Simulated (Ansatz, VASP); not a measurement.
## ZnS in VASP and in Ansatz

```
Zn S
1.0
     4.12233    0.00000    0.00000
    -2.06116    3.57004    0.00000
     0.00000    0.00000    5.64223
Zn S
2 2
Direct
  0.33333 0.66667 0.00544
  0.66667 0.33333 0.50544
  0.33333 0.66667 0.37956
  0.66667 0.33333 0.87956
```

Alike in both runs: task single point; functional PBEsol; k mesh 9 × 9 × 6; occupations gaussian, width 0.05 eV; no spin polarisation.

|  | VASP | Ansatz |
| --- | --- | --- |
| version | VASP 6.6.1 | Ansatz 0.2.0 |
| potentials or method | VASP PAW PBE potentials, release 64 (Zn, S), cutoff 520 eV | scalar-relativistic, plane waves, PAW |
| valence electrons in the cell | 36 | 36 |

```csv
,VASP,Ansatz,Ansatz less VASP
gap on the k mesh at the Fermi level (eV),1.79,1.80,+0.010
least direct gap on the mesh (eV),1.79,1.80,+0.010
pressure (GPa),-0.6,-0.7,-0.16
"traceless stress, the component that is largest in VASP (GPa)",17.76,17.70,-0.066
rms of the force components (eV/Å),1.074,1.069,-0.0053
```

VASP's potentials were made for PBE, not for PBEsol. Atom by atom the forces differ by 0.005 eV/Å (rms over components).
